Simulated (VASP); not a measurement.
A run of VASP 6.6.1:

File INCAR:

```
SYSTEM = Sb
PREC = Accurate
ENCUT = 520
EDIFF = 1E-7
ISMEAR = 0
SIGMA = 0.1
LREAL = .False.
LASPH = .True.
NELM = 60
ALGO = Normal
ISIF = 2
LWAVE = .False.
LCHARG = .False.
GGA = PE
NBANDS = 14
```

The input KPOINTS:

```
regular mesh
0
Gamma
  6 6 4
  0 0 0
```

POSCAR

```
Sb
1.0
    3.5998460100     -2.0284036100      0.0000000000
    3.5998460100      2.0284036100      0.0000000000
   -0.1492202000      0.0000000000      5.0190816200
Sb
3
Direct
    0.3176870000      0.3176870000      0.6840320200
    0.6823130000      0.6823130000      0.3159679800
    0.0000000000      0.0000000000      0.0000000000
```

Potentials or basis: VASP PAW PBE potentials, release 64 (Sb).

Run with:

```sh
$ cat potpaw_PBE.64/Sb/POTCAR > POTCAR
$ mpirun -np 1 vasp_std > vasp.out
```

Hardware: 1 thread of AMD EPYC 9R45 (Zen 5), on a shared host.

Question: How long does it take, and how much memory?

Answer: Wall time 19 s on 1 thread of AMD EPYC 9R45 (Zen 5), with other jobs on the host, peak memory 0.17 GiB. Counts: scf iterations 13, k points 47.
